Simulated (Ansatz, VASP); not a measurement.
## SnO in VASP and in Ansatz

```xyz
4
Lattice="3.8390 0.0000 0.0000 0.0000 3.8390 0.0000 0.0000 0.0000 4.9193" Properties=species:S:1:pos:R:3 pbc="T T T"
Sn    1.9195    0.0000    3.7614
Sn    0.0000    1.9195    1.1579
O     0.0000    0.0000    0.0000
O     1.9195    1.9195    0.0000
```

Change from the starting cell: volume scaled by 1.02.

Alike in both runs: task single point; functional PBEsol; k mesh 7 × 7 × 6; occupations fermi-dirac, width 0.05 eV; no spin polarisation.

|  | VASP | Ansatz |
| --- | --- | --- |
| version | VASP 6.6.1 | Ansatz 0.2.0 |
| potentials or method | VASP PAW PBE potentials, release 64 (Sn_d, O), cutoff 520 eV | all-electron LAPW, scalar-relativistic |

Ansatz gave:

| Item | Value |
| --- | --- |
| gap on the k mesh at the Fermi level (eV) | 0.42 |
| least direct gap on the mesh (eV) | 2.00 |
| pressure (GPa) | -2.3 |
| traceless stress, the component that is largest in VASP (GPa) | 0.20 |
| rms of the force components (eV/Å) | 0.079 |

Q: Estimate VASP's values.

A: gap on the k mesh at the Fermi level (eV): 0.43; least direct gap on the mesh (eV): 1.96; pressure (GPa): -2.1; traceless stress, the component that is largest in VASP (GPa): 0.21; rms of the force components (eV/Å): 0.045.

VASP's potentials were made for PBE, not for PBEsol. Atom by atom the forces differ by 0.035 eV/Å (rms over components). Ansatz ran all-electron here, and VASP with PAW potentials.
